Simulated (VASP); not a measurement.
# KCl (Pm-3m) in VASP: single point with r2SCAN

Aim: the single point of KCl with r2SCAN.

Everything below comes from runs of VASP 6.6.1. Logs are shortened: lines on timing, memory, paths and dates and some standing lists are left out, and cuts for length are marked.

### 1 The cell of the first run

The structure is cubic, space group Pm-3m (No. 221). Conventional cell: a = 3.839 Å, b = 3.839 Å, c = 3.839 Å, α = 90.00°, β = 90.00°, γ = 90.00°. K (site symmetry m-3m) has 8 Cl at 3.32 Å and 6 K at 3.84 Å within 4.4 Å. Cl (site symmetry m-3m) has 8 K at 3.32 Å and 6 Cl at 3.84 Å within 4.4 Å.

### 2 Single point, r2SCAN

POSCAR reads:

```
KCl
1.0
    3.8391960000      0.0000000000      0.0000000000
    0.0000000000      3.8391960000      0.0000000000
    0.0000000000      0.0000000000      3.8391960000
K Cl
1 1
Direct
    0.0000000000      0.0000000000      0.0000000000
    0.5000000000      0.5000000000      0.5000000000
```

INCAR.step1 reads:

```
PREC = Accurate
ENCUT = 550
ISMEAR = 0
SIGMA = 0.01
LREAL = False
LASPH = True
NELM = 120
NBANDS = 15
GGA = PE
ALGO = Normal
EDIFF = 1E-5
LWAVE = True
LCHARG = False
GGA_COMPAT = False
```

INCAR.step2 reads:

```
PREC = Accurate
ENCUT = 550
EDIFF = 1E-6
ISMEAR = 0
SIGMA = 0.01
LREAL = False
LASPH = True
NELM = 120
ALGO = Normal
ISIF = 2
LWAVE = False
LCHARG = True
METAGGA = R2SCAN
LMIXTAU = True
LELF = True
LVHAR = True
NBANDS = 15
ISTART = 1
GGA_COMPAT = False
```

KPOINTS reads:

```
Automatic mesh
0
Gamma
  2 2 2
```

Potentials or basis: VASP PAW PBE potentials, release 64 (K_sv, Cl).

Command:

```bash
$ cat potpaw_PBE.64/K_sv/POTCAR potpaw_PBE.64/Cl/POTCAR > POTCAR
$ cp INCAR.step1 INCAR
$ mpirun -np 1 vasp_std > vasp.out
$ cp INCAR.step2 INCAR
$ mpirun -np 1 vasp_std > vasp.out
```

OUTCAR:

```text
PREC = Accurate
   ENCUT = 550
   EDIFF = 1E-6
   ISMEAR = 0
   LREAL = False
   LASPH = True
   NELM = 120
   ISIF = 2
   METAGGA = R2SCAN
   ISTART = 1

 ion  position               nearest neighbor table
   1  0.000  0.000  0.000-
   2  0.500  0.500  0.500-

  LATTYP: Found a simple cubic cell.
 ALAT       =     3.8391960000

  Lattice vectors:

 A1 = (   3.8391960000,   0.0000000000,   0.0000000000)
 A2 = (   0.0000000000,   3.8391960000,   0.0000000000)
 A3 = (   0.0000000000,   0.0000000000,   3.8391960000)

Analysis of symmetry for initial positions (statically):
=====================================================================
 Subroutine PRICEL returns:
 Original cell was already a primitive cell.

 Routine SETGRP: Setting up the symmetry group for a
 simple cubic supercell.

 Subroutine GETGRP returns: Found 48 space group operations
 (whereof 48 operations were pure point group operations)
 out of a pool of 48 trial point group operations.

The static configuration has the point symmetry O_h .

Analysis of symmetry for dynamics (positions and initial velocities):
=====================================================================
 Subroutine PRICEL returns:
 Original cell was already a primitive cell.

 Routine SETGRP: Setting up the symmetry group for a
 simple cubic supercell.

 Subroutine GETGRP returns: Found 48 space group operations
 (whereof 48 operations were pure point group operations)
 out of a pool of 48 trial point group operations.

The dynamic configuration has the point symmetry O_h .

 Subroutine INISYM returns: Found 48 space group operations
 (whereof 48 operations are pure point group operations),
 and found     1 'primitive' translations

----------------------------------------------------------------------------------------

                                     Primitive cell

  volume of cell :      56.5875

  direct lattice vectors                    reciprocal lattice vectors
     3.839196000  0.000000000  0.000000000     0.260471203  0.000000000  0.000000000
     0.000000000  3.839196000  0.000000000     0.000000000  0.260471203  0.000000000
     0.000000000  0.000000000  3.839196000     0.000000000  0.000000000  0.260471203

  length of vectors
     3.839196000  3.839196000  3.839196000     0.260471203  0.260471203  0.260471203

  position of ions in fractional coordinates (direct lattice)
[... 66 lines left out ...]
   POTIM  = 0.5000    time-step for ionic-motion
   TEBEG  =    0.0;   TEEND  =   0.0 temperature during run
   PSTRESS=    0.0 pullay stress
   NELECT =      16.0000    total number of electrons
   NUPDOWN=      -1.0000    fix difference up-down
   EMIN   =  10.00;   EMAX   =-10.00  energy-range for DOS
   EFERMI =   0.00;   METHOD = LEGACY
   ISMEAR =     0;   SIGMA  =   0.01  broadening in eV -4-tet -1-fermi 0-gaus
   EFERMI_NEDOS =   21; number of points for ismear=-14 and -15
   IALGO  =     38    algorithm
   IMIX   =      4    mixing-type and parameters
     AMIX     =   0.40;   BMIX     =  1.00
     AMIX_MAG =   1.60;   BMIX_MAG =  1.00
  volume/ion in A,a.u.               =      28.29       190.94
  Fermi-wavevector in a.u.,A,eV,Ry     =   1.074504  2.030517 15.708715  1.154558
  Thomas-Fermi vector in A             =   2.210334
   LORBIT       =      0    0 simple, 1 ext, 2 COOP (PROOUT), +10 PAW based schemes
   METAGGA = R2SCAN    functional components
   LHFCALC =     F    Hartree Fock is set to
   AEXX    =    0.0000 exact exchange contribution
   IVDW    =     0    specifies the selected vdW correction
   LEPSILON=     F    determine dielectric tensor
   LRPA    =     F    only Hartree local field effects (RPA)
 non-spin polarized calculation
 Gauss-broadening in eV      SIGMA  =   0.01
  energy-cutoff  :      550.00
  volume of cell :       56.59
 maximum number of plane-waves:      1654
 NGX is ok and might be reduce to    30
   NGX = 15   NGY = 15   NGZ = 15

 number of electron      16.0000007 magnetization

 Free energy of the ion-electron system (eV)
  ---------------------------------------------------
  ext. energy  EPLUGINS =         0.00000000
  ---------------------------------------------------
  free energy    TOTEN  =       -16.20513509 eV

  energy without entropy =      -16.20513509  energy(sigma->0) =      -16.20513509

 E-fermi :  -1.0125     XC(G=0):  -8.4499

 val. band max:       -1.1033842599   @ k =   0.5000   0.5000   0.0000
 cond. band min:       4.3637991216   @ k =   0.0000   0.0000   0.0000
 fundamental gap:      5.4671833815
 Fermi energy:        -1.0125071951

 k-point     1 :       0.0000    0.0000    0.0000
  band No.  band energies     occupation
      1     -30.4519      2.00000
      2     -14.2142      2.00000
      3     -13.0691      2.00000
      4     -13.0691      2.00000
      5     -13.0691      2.00000
      6      -1.3136      2.00000
      7      -1.3136      2.00000
      8      -1.3136      2.00000
      9       4.3638      0.00000
     10       5.9283      0.00000
     11       5.9283      0.00000
     12      10.2187      0.00000
     13      10.2187      0.00000
     14      10.2187      0.00000
[... 41 lines left out ...]
      2     -13.7973      2.00000
      3     -13.2331      2.00000
      4     -13.2331      2.00000
      5     -13.2331      2.00000
      6      -2.4412      2.00000
      7      -2.4412      2.00000
      8      -2.4412      2.00000
      9       8.2832      0.00000
     10       8.2832      0.00000
     11       8.2832      0.00000
     12       9.5065      0.00000
     13       9.5065      0.00000
     14       9.5065      0.00000
     15      11.7758      0.00000

------------------------ aborting loop because EDIFF is reached ----------------------------------------

  FORCE on cell =-STRESS in cart. coord.  units (eV):
  Direction    XX          YY          ZZ          XY          YZ          ZX
  --------------------------------------------------------------------------------------
  -------------------------------------------------------------------------------------
  Total        0.0327459      0.0327459      0.0327459      0.0000000     -0.0000000      0.0000000
  in kB        0.9271416      0.9271416      0.9271416      0.0000000     -0.0000000      0.0000000
  external PRESSURE =       0.9271416 kB  Pullay stress =       0.0000000 kB

 VOLUME and BASIS-vectors are now :
 -----------------------------------------------------------------------------
  energy-cutoff  :      550.00
  volume of cell :       56.59
      direct lattice vectors                 reciprocal lattice vectors
     3.839196000  0.000000000  0.000000000     0.260471203  0.000000000  0.000000000
     0.000000000  3.839196000  0.000000000     0.000000000  0.260471203  0.000000000
     0.000000000  0.000000000  3.839196000     0.000000000  0.000000000  0.260471203

 POSITION                                       TOTAL-FORCE (eV/Angst)
 -----------------------------------------------------------------------------------
      0.00000      0.00000      0.00000         0.000000      0.000000      0.000000
      1.91960      1.91960      1.91960         0.000000      0.000000      0.000000
 -----------------------------------------------------------------------------------
    total drift:                                0.000000      0.000000     -0.000000

  FREE ENERGIE OF THE ION-ELECTRON SYSTEM (eV)
  ---------------------------------------------------
  free  energy   TOTEN  =       -16.2051350914 eV

  energy  without entropy=      -16.2051350914  energy(sigma->0) =      -16.20513509
```

Run time: 33 s. Hardware: 1 thread of Intel Xeon 8259CL, shared host; peak memory 0.17 GiB.

What came out:

```yaml
Free_energy: -16.2051 eV
Pressure: 0.1 GPa
Band_gap_on_the_k_mesh: 5.47 eV (least direct gap 5.68 eV)
```

Caveat: the k points lie up to 0.82 Å⁻¹ apart; the PAW data sets were made with another functional, which shifts forces and pressure a little. A k mesh can miss the band edges.
